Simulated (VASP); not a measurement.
Crystal: PbSe.

```
CELL_PARAMETERS angstrom
0.00000 3.06969 3.06969
3.06969 0.00000 3.06969
3.06969 3.06969 0.00000
ATOMIC_POSITIONS crystal
Pb 0.00000 0.00000 0.00000
Se 0.50000 0.50000 0.50000
```

Program: VASP 6.6.1. Alike in all runs: task single point; potentials or basis VASP PAW PBE potentials, release 64 (Pb_d, Se); no spin polarisation; cell as given; cutoff (eV) 520; smearing gaussian 0.01 eV.

Q: Order these runs on this cell by their pressure, lowest first.
A. level PBEsol; k mesh 6 × 6 × 6
B. level PBE-based screened hybrid with 20 % exact exchange; k mesh 4 × 4 × 4; grid for exact exchange (PRECFOCK) Normal; share of exact exchange 0.2; screening parameter 0.2078 1/Å
C. level HF; k mesh 4 × 4 × 4; grid for exact exchange (PRECFOCK) Normal; share of exact exchange 1

A: A (-1.0 GPa), B (1.0 GPa), C (6.4 GPa).

Caveats: some runs use coarse meshes; the PAW data sets were made with another functional, which shifts forces and pressure a little.
